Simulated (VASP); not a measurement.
# C (Fd-3m) in VASP: further runs

The runs below take C through single point, relaxation of cell and atoms, with LDA.

Everything below comes from runs of VASP 6.6.1. Logs are shortened: lines on timing, memory, paths and dates and some standing lists are left out, and cuts for length are marked.

## (1) The cell of the first run

Symmetry: Fd-3m, No. 227, cubic system. Conventional cell: a = 3.531 Å, b = 3.531 Å, c = 3.531 Å, α = 90.00°, β = 90.00°, γ = 90.00°. Within 2.0 Å of C (site symmetry -43m) lie 4 C at 1.53 Å.

## (2) Single point, LDA

INCAR reads:

```
ALGO = Normal ; EDIFF = 1E-6
ENCUT = 600 ; GGA = CA
GGA_COMPAT = F ; ISIF = 2
ISMEAR = 0 ; LASPH = T
LCHARG = F ; LREAL = F
LWAVE = F ; NBANDS = 11
NELM = 120 ; PREC = Accurate
SIGMA = 0.02
```

KPOINTS reads:

```
k-points
0
Gamma
  12 12 12
```

POSCAR reads:

```
C
1.0
    0.0000000000      1.7657234629      1.7657234629
    1.7657234629      0.0000000000      1.7657234629
    1.7657234629      1.7657234629      0.0000000000
C
2
Direct
    0.0000000000      0.0000000000      0.0000000000
    0.2500000000      0.2500000000      0.2500000000
```

Potentials or basis: VASP PAW LDA potentials, release 64 (C).

On the command line:

```
> cat potpaw_LDA.64/C/POTCAR > POTCAR
> mpirun -np 1 vasp_std > vasp.out
```

OUTCAR:

```text
EDIFF = 1E-6
   ENCUT = 600
   GGA = CA
   ISIF = 2
   ISMEAR = 0
   LASPH = T
   LREAL = F
   NELM = 120
   PREC = Accurate

 ion  position               nearest neighbor table
   1  0.000  0.000  0.000-   2 1.53   2 1.53   2 1.53   2 1.53
   2  0.250  0.250  0.250-   1 1.53   1 1.53   1 1.53   1 1.53

  LATTYP: Found a face centered cubic cell.
 ALAT       =     3.5314469258

  Lattice vectors:

 A1 = (   0.0000000000,   1.7657234629,   1.7657234629)
 A2 = (   1.7657234629,   0.0000000000,   1.7657234629)
 A3 = (   1.7657234629,   1.7657234629,   0.0000000000)

Analysis of symmetry for initial positions (statically):
=====================================================================
 Subroutine PRICEL returns:
 Original cell was already a primitive cell.

 Routine SETGRP: Setting up the symmetry group for a
 face centered cubic supercell.

 Subroutine GETGRP returns: Found 48 space group operations
 (whereof 24 operations were pure point group operations)
 out of a pool of 48 trial point group operations.

The static configuration has the point symmetry T_d .
 The point group associated with its full space group is O_h .

Analysis of symmetry for dynamics (positions and initial velocities):
=====================================================================
 Subroutine PRICEL returns:
 Original cell was already a primitive cell.

 Routine SETGRP: Setting up the symmetry group for a
 face centered cubic supercell.

 Subroutine GETGRP returns: Found 48 space group operations
 (whereof 24 operations were pure point group operations)
 out of a pool of 48 trial point group operations.

The dynamic configuration has the point symmetry T_d .
 The point group associated with its full space group is O_h .

 Subroutine INISYM returns: Found 48 space group operations
 (whereof 24 operations are pure point group operations),
 and found     1 'primitive' translations

----------------------------------------------------------------------------------------

                                     Primitive cell

  volume of cell :      11.0103

  direct lattice vectors                    reciprocal lattice vectors
     0.000000000  1.765723463  1.765723463    -0.283170049  0.283170049  0.283170049
     1.765723463  0.000000000  1.765723463     0.283170049 -0.283170049  0.283170049
     1.765723463  1.765723463  0.000000000     0.283170049  0.283170049 -0.283170049

  length of vectors
     2.497110069  2.497110069  2.497110069     0.490464913  0.490464913  0.490464913

  position of ions in fractional coordinates (direct lattice)
     0.000000000  0.000000000  0.000000000
     0.250000000  0.250000000  0.250000000

  ion indices of the primitive-cell ions
   primitive index   ion index
                 1           1
                 2           2

----------------------------------------------------------------------------------------

 KPOINTS: k-points

Automatic generation of k-mesh.
 Grid dimensions read from file:
 generate k-points for:   12   12   12

 Generating k-lattice:

  Cartesian coordinates                     Fractional coordinates (reciprocal lattice)
    -0.023597504  0.023597504  0.023597504     0.083333333  0.000000000  0.000000000
     0.023597504 -0.023597504  0.023597504     0.000000000  0.083333333  0.000000000
     0.023597504  0.023597504 -0.023597504     0.000000000  0.000000000  0.083333333

  Length of vectors
     0.040872076  0.040872076  0.040872076

  Shift w.r.t. Gamma in fractional coordinates (k-lattice)
     0.000000000  0.000000000  0.000000000

 Subroutine IBZKPT returns following result:
 ===========================================

 Found     72 irreducible k-points:

 Following reciprocal coordinates:
            Coordinates               Weight
  0.000000  0.000000  0.000000      1.000000
  0.083333  0.000000  0.000000      8.000000
  0.166667  0.000000  0.000000      8.000000
  0.250000  0.000000  0.000000      8.000000
  0.333333  0.000000  0.000000      8.000000
  0.416667  0.000000  0.000000      8.000000
[... 16 lines left out ...]
  0.500000  0.166667  0.000000     24.000000
 -0.416667  0.166667  0.000000     24.000000
 [... further k-points ...]
   k-points           NKPTS =     72   k-points in BZ     NKDIM =     72   number of bands    NBANDS=     11
   number of dos      NEDOS =    301   number of ions     NIONS =      2
   total plane-waves  NPLWV =   8000
   dimension x,y,z NGX =    20 NGY =   20 NGZ =   20
   dimension x,y,z NGXF=    40 NGYF=   40 NGZF=   40
   ions per type =               2
   NGX,Y,Z   is equivalent  to a cutoff of  13.32, 13.32, 13.32 a.u.
   NGXF,Y,Z  is equivalent  to a cutoff of  26.63, 26.63, 26.63 a.u.
 SYSTEM =  unknown system
   PREC   = accura    normal or accurate (medium, high low for compatibility)
   ISTART =      0    job   : 0-new  1-cont  2-samecut
   ICHARG =      2    charge: 1-file 2-atom 10-const
   ISPIN  =      1    spin polarized calculation?
   LNONCOLLINEAR =      F non collinear calculations
   LSORBIT =      F    spin-orbit coupling
   LASPH  =      T    aspherical Exc in radial PAW
   ENCUT  =  600.0 eV  44.10 Ry    6.64 a.u.   4.99  4.99  4.99*2*pi/ulx,y,z
   NELM   =    120;   NELMIN=  2; NELMDL= -5     # of ELM steps
   EDIFF  = 0.1E-05   stopping-criterion for ELM
   LREAL  =      F    real-space projection
   EDIFFG = 0.1E-04   stopping-criterion for IOM
   NSW    =      0    number of steps for IOM
   IBRION =     -1    ionic relax: 0-MD 1-quasi-New 2-CG
   NFREE  =      0    steps in history (QN), initial steepest desc. (CG)
   ISIF   =      2    stress and relaxation
   ISYM   =      2    0-nonsym 1-usesym 2-fastsym
   POTIM  = 0.5000    time-step for ionic-motion
   TEBEG  =    0.0;   TEEND  =   0.0 temperature during run
   PSTRESS=    0.0 pullay stress
   NELECT =       8.0000    total number of electrons
   NUPDOWN=      -1.0000    fix difference up-down
   EMIN   =  10.00;   EMAX   =-10.00  energy-range for DOS
   EFERMI =   0.00;   METHOD = LEGACY
   ISMEAR =     0;   SIGMA  =   0.02  broadening in eV -4-tet -1-fermi 0-gaus
   EFERMI_NEDOS =   21; number of points for ismear=-14 and -15
   IALGO  =     38    algorithm
   IMIX   =      4    mixing-type and parameters
     AMIX     =   0.40;   BMIX     =  1.00
     AMIX_MAG =   1.60;   BMIX_MAG =  1.00
  volume/ion in A,a.u.               =       5.51        37.15
  Fermi-wavevector in a.u.,A,eV,Ry     =   1.471766  2.781235 29.471519  2.166096
  Thomas-Fermi vector in A             =   2.586862
   LORBIT       =      0    0 simple, 1 ext, 2 COOP (PROOUT), +10 PAW based schemes
   GGA     = CA    functional components
   LHFCALC =     F    Hartree Fock is set to
   AEXX    =    0.0000 exact exchange contribution
   IVDW    =     0    specifies the selected vdW correction
   LEPSILON=     F    determine dielectric tensor
   LRPA    =     F    only Hartree local field effects (RPA)
 non-spin polarized calculation
 Gauss-broadening in eV      SIGMA  =   0.02
  energy-cutoff  :      600.00
  volume of cell :       11.01
 maximum number of plane-waves:       380
   NGX =  9   NGY =  9   NGZ =  9

 number of electron       7.9999998 magnetization

 Free energy of the ion-electron system (eV)
  ---------------------------------------------------
  ext. energy  EPLUGINS =         0.00000000
  ---------------------------------------------------
  free energy    TOTEN  =       -20.25205694 eV

  energy without entropy =      -20.25205694  energy(sigma->0) =      -20.25205694

 E-fermi :  10.4210     XC(G=0): -13.6444

 val. band max:       10.1633044565   @ k =   0.0000   0.0000   0.0000
 cond. band min:      14.3613472372   @ k =   0.3333   0.3333   0.0000
 fundamental gap:      4.1980427807
 Fermi energy:        10.4209514359

 k-point     1 :       0.0000    0.0000    0.0000
  band No.  band energies     occupation
      1     -11.5561      2.00000
      2      10.1633      2.00000
      3      10.1633      2.00000
      4      10.1633      2.00000
      5      15.7902      0.00000
      6      15.7902      0.00000
      7      15.7902      0.00000
      8      24.4067      0.00000
      9      29.5636      0.00000
     10      37.1311      0.00000
     11      37.1311      0.00000

 k-point     2 :       0.0833    0.0000    0.0000
  band No.  band energies     occupation
      1     -11.3602      2.00000
      2       8.9215      2.00000
      3       9.8307      2.00000
      4       9.8307      2.00000
      5      16.2249      0.00000
      6      16.2249      0.00000
      7      16.5437      0.00000
      8      24.5145      0.00000
      9      29.8753      0.00000
     10      34.8025      0.00000
     11      34.8025      0.00000

 k-point     3 :       0.1667    0.0000    0.0000
  band No.  band energies     occupation
      1     -10.7744      2.00000
      2       6.3606      2.00000
      3       9.1112      2.00000
      4       9.1112      2.00000
      5      17.1641      0.00000
      6      17.1641      0.00000
      7      17.7377      0.00000
      8      24.8189      0.00000
      9      30.5267      0.00000
     10      33.1573      0.00000
     11      33.1573      0.00000
[... 267 lines left out ...]
 k-point    23 :       0.5000    0.1667    0.0000
  band No.  band energies     occupation
      1      -5.6346      2.00000
      2      -2.0611      2.00000
      3       5.1111      2.00000
      4       6.0910      2.00000
      5      17.3144      0.00000
      6      21.0023      0.00000
      7      21.8299      0.00000
      8      24.5787      0.00000
      9      30.3560      0.00000
     10      34.2731      0.00000
     11      37.0070      0.00000

 k-point    24 :      -0.4167    0.1667    0.0000
  band No.  band energies     occupation
      1      -5.1603      2.00000
      2      -2.6235      2.00000
      3       4.6071      2.00000
      4       6.4819      2.00000
      5      17.7607      0.00000
      6      20.5027      0.00000
      7      21.8134      0.00000
      8      25.7640      0.00000
      9      29.6689      0.00000
     10      34.5577      0.00000
     11      34.9821      0.00000

 [... further k-points ...]

------------------------ aborting loop because EDIFF is reached ----------------------------------------

  FORCE on cell =-STRESS in cart. coord.  units (eV):
  Direction    XX          YY          ZZ          XY          YZ          ZX
  --------------------------------------------------------------------------------------
  -------------------------------------------------------------------------------------
  Total        0.0651087      0.0651087      0.0651087      0.0000000     -0.0000000      0.0000000
  in kB        9.4743971      9.4743971      9.4743971      0.0000000     -0.0000000      0.0000000
  external PRESSURE =       9.4743971 kB  Pullay stress =       0.0000000 kB

 VOLUME and BASIS-vectors are now :
 -----------------------------------------------------------------------------
  energy-cutoff  :      600.00
  volume of cell :       11.01
      direct lattice vectors                 reciprocal lattice vectors
     0.000000000  1.765723463  1.765723463    -0.283170049  0.283170049  0.283170049
     1.765723463  0.000000000  1.765723463     0.283170049 -0.283170049  0.283170049
     1.765723463  1.765723463  0.000000000     0.283170049  0.283170049 -0.283170049

 POSITION                                       TOTAL-FORCE (eV/Angst)
 -----------------------------------------------------------------------------------
      0.00000      0.00000      0.00000         0.000000     -0.000000      0.000000
      0.88286      0.88286      0.88286        -0.000000      0.000000     -0.000000
 -----------------------------------------------------------------------------------
    total drift:                                0.000000      0.000000      0.000000

  FREE ENERGIE OF THE ION-ELECTRON SYSTEM (eV)
  ---------------------------------------------------
  free  energy   TOTEN  =       -20.2520569420 eV

  energy  without entropy=      -20.2520569420  energy(sigma->0) =      -20.25205694
```

Wall time 19 s (1 thread of AMD EPYC 7R13, shared host); peak memory 0.08 GiB.

Results:

```
Free energy            : -20.2521 eV
Pressure               : 0.9 GPa
Band gap on the k mesh : 4.20 eV, indirect (least direct gap 5.63 eV)
```

Levels at points of the mesh, in eV from the valence-band top:
```
           k point  band 1  band 2  band 3  band 4  band 5  band 6  band 7  band 8
(0.00, 0.00, 0.00)  -21.72    0.00    0.00    0.00    5.63    5.63    5.63   14.24
(0.50, 0.00, 0.00)  -15.71  -13.69   -2.87   -2.87    8.51    8.51    9.42   15.68
(0.50, 0.50, 0.00)  -12.82  -12.82   -6.47   -6.47    4.77    4.77   17.08   17.08
```

A k mesh can miss the band edges. Expect the measured gap to be larger: semilocal functionals such as LDA lack the derivative discontinuity.

## (3) Relaxation of cell and atoms, LDA

This run uses another cell than the first one, of 5.64 Å³/atom, 1.024 times its volume.

INCAR reads:

```
SYSTEM = C
ALGO = Normal ; EDIFF = 1E-7
EDIFFG = -0.05 ; ENCUT = 600
GGA = CA ; GGA_COMPAT = .FALSE.
IBRION = 2 ; ISIF = 3
ISMEAR = 0 ; LASPH = .TRUE.
LCHARG = .FALSE. ; LREAL = .FALSE.
LWAVE = .FALSE. ; NELM = 120
NELMIN = 4 ; NSW = 100
PREC = Accurate ; SIGMA = 0.1
```

KPOINTS reads:

```
k-points
0
G
  10 10 10
  0 0 0
```

POSCAR reads:

```
C
1.0
    0.0000000000      1.7800000000      1.7800000000
    1.7800000000      0.0000000000      1.7800000000
    1.7800000000      1.7800000000      0.0000000000
C
2
Direct
    0.0000000000      0.0000000000      0.0000000000
    0.2500000000      0.2500000000      0.2500000000
```

Potentials or basis: VASP PAW LDA potentials, release 64 (C).

On the command line:

```
> cat potpaw_LDA.64/C/POTCAR > POTCAR
> mpirun -np 1 vasp_std > vasp.out
```

OUTCAR:

```text
SYSTEM = C
   EDIFF = 1E-7
   EDIFFG = -0.05
   ENCUT = 600
   GGA = CA
   IBRION = 2
   ISIF = 3
   ISMEAR = 0
   LASPH = .TRUE.
   LREAL = .FALSE.
   NELM = 120
   NELMIN = 4
   NSW = 100
   PREC = Accurate

 ion  position               nearest neighbor table
   1  0.000  0.000  0.000-   2 1.54   2 1.54   2 1.54   2 1.54
   2  0.250  0.250  0.250-   1 1.54   1 1.54   1 1.54   1 1.54

  LATTYP: Found a face centered cubic cell.
 ALAT       =     3.5600000000

  Lattice vectors:

 A1 = (   0.0000000000,   1.7800000000,   1.7800000000)
 A2 = (   1.7800000000,   0.0000000000,   1.7800000000)
 A3 = (   1.7800000000,   1.7800000000,   0.0000000000)

Analysis of symmetry for initial positions (statically):
=====================================================================
 Subroutine PRICEL returns:
 Original cell was already a primitive cell.

 Routine SETGRP: Setting up the symmetry group for a
 face centered cubic supercell.

 Subroutine GETGRP returns: Found 48 space group operations
 (whereof 24 operations were pure point group operations)
 out of a pool of 48 trial point group operations.

The static configuration has the point symmetry T_d .
 The point group associated with its full space group is O_h .

[... 170 lines left out ...]
  Total       -0.7001665     -0.7001665     -0.7001665      0.0000000      0.0000000     -0.0000000
  in kB      -99.4539177    -99.4539177    -99.4539177      0.0000000      0.0000000     -0.0000000
  external PRESSURE =     -99.4539177 kB  Pullay stress =       0.0000000 kB
[... 59 lines left out ...]
--------------------------------------- Ionic step        3  -------------------------------------------

 number of electron       7.9999998 magnetization

 Free energy of the ion-electron system (eV)
  ---------------------------------------------------
  ext. energy  EPLUGINS =         0.00000000
  ---------------------------------------------------
  free energy    TOTEN  =       -20.25341274 eV

  energy without entropy =      -20.25341274  energy(sigma->0) =      -20.25341274

 E-fermi :  10.6512     XC(G=0): -13.6344

 val. band max:       10.1324331382   @ k =   0.0000   0.0000   0.0000
 cond. band min:      14.3319421332   @ k =   0.4000   0.4000   0.0000
 fundamental gap:      4.1995089950
 Fermi energy:        10.6511986914

 k-point     1 :       0.0000    0.0000    0.0000
  band No.  band energies     occupation
      1     -11.5589      2.00000
      2      10.1324      2.00000
      3      10.1324      2.00000
      4      10.1324      2.00000
      5      15.7536      0.00000
      6      15.7536      0.00000
      7      15.7536      0.00000
      8      24.3280      0.00000
[... 243 lines left out ...]
 k-point    24 :       0.4000    0.3000    0.0000
  band No.  band energies     occupation
      1      -6.8813      2.00000
      2       2.1124      2.00000
      3       4.0040      2.00000
      4       4.6363      2.00000
      5      14.9672      0.00000
      6      18.1739      0.00000
      7      24.4018      0.00000
      8      24.5072      0.00000

 [... further k-points ...]

------------------------ aborting loop because EDIFF is reached ----------------------------------------

  FORCE on cell =-STRESS in cart. coord.  units (eV):
  Direction    XX          YY          ZZ          XY          YZ          ZX
  --------------------------------------------------------------------------------------
  -------------------------------------------------------------------------------------
  Total       -0.0047475     -0.0047475     -0.0047475      0.0000000      0.0000000      0.0000000
  in kB       -0.6894223     -0.6894223     -0.6894223      0.0000000      0.0000000      0.0000000
  external PRESSURE =      -0.6894223 kB  Pullay stress =       0.0000000 kB
[... 17 lines left out ...]
  FREE ENERGIE OF THE ION-ELECTRON SYSTEM (eV)
  ---------------------------------------------------
  free  energy   TOTEN  =       -20.2534127425 eV

  energy  without entropy=      -20.2534127425  energy(sigma->0) =      -20.25341274

 reached required accuracy - stopping structural energy minimisation
```

OSZICAR:

```text
N       E                     dE             d eps       ncg     rms          rms(c)
DAV:   1     0.351041857083E+00    0.35104E+00   -0.55491E+03   784   0.112E+03
DAV:   2    -0.209243844544E+02   -0.21275E+02   -0.20014E+02  1216   0.122E+02
DAV:   3    -0.210583057962E+02   -0.13392E+00   -0.13392E+00   800   0.129E+01
DAV:   4    -0.210585377555E+02   -0.23196E-03   -0.23196E-03  1080   0.555E-01
[... 18 lines left out ...]
DAV:   2    -0.202545706638E+02    0.30141E-02   -0.27720E-03   800   0.516E-01    0.237E-01
DAV:   3    -0.202534243559E+02    0.11463E-02   -0.25705E-03   784   0.396E-01    0.317E-02
DAV:   4    -0.202534182780E+02    0.60779E-05   -0.66337E-06   760   0.357E-02    0.234E-02
DAV:   5    -0.202534127425E+02    0.55355E-05   -0.86483E-07   872   0.132E-02    0.162E-03
DAV:   6    -0.202534127425E+02   -0.53603E-10   -0.75928E-09   480   0.107E-03
   3 F= -.20253413E+02 E0= -.20253413E+02  d E =-.783883E-02
```

Wall time 19 s (1 thread of AMD EPYC 7R13, shared host); peak memory 0.08 GiB.

Results:

```yaml
Free_energy: -20.2534 eV
Relaxed_volume: 5.52 Å³/atom
Relaxed_cell: a = 2.499 Å, b = 2.499 Å, c = 2.499 Å, α = 60.00°, β = 60.00°, γ = 60.00°
Space_group_after_relaxing_to_0.05_Å: Fd-3m (No. 227)
Energy_gained_by_relaxing: 3.9 meV/atom
Ionic_steps: 3
Pressure_after_relaxing: -0.1 GPa
Band_gap_on_the_k_mesh: 4.20 eV, indirect (least direct gap 5.62 eV)
```

The path:
| step | energy change (eV) | largest force (eV/Å) | pressure (GPa) | volume (Å³) |
| --- | --- | --- | --- | --- |
| 1 | 0.0000 | 0.0000 | -9.95 | 11.28 |
| 2 | 0.0057 | 0.0000 | 14.15 | 10.72 |
| 3 | -0.0078 | 0.0000 | -0.07 | 11.03 |

Final structure:
```yaml
crystal:
  lattice:
    - [0.00000, 1.76693, 1.76693]
    - [1.76693, 0.00000, 1.76693]
    - [1.76693, 1.76693, 0.00000]
  atoms:
    - { symbol: C, position: [0.00000, 0.00000, 0.00000] }
    - { symbol: C, position: [0.25000, 0.25000, 0.25000] }
```

A k mesh can miss the band edges. Expect the measured gap to be larger: semilocal functionals such as LDA lack the derivative discontinuity.

(Part 1 of 2 ends here.)
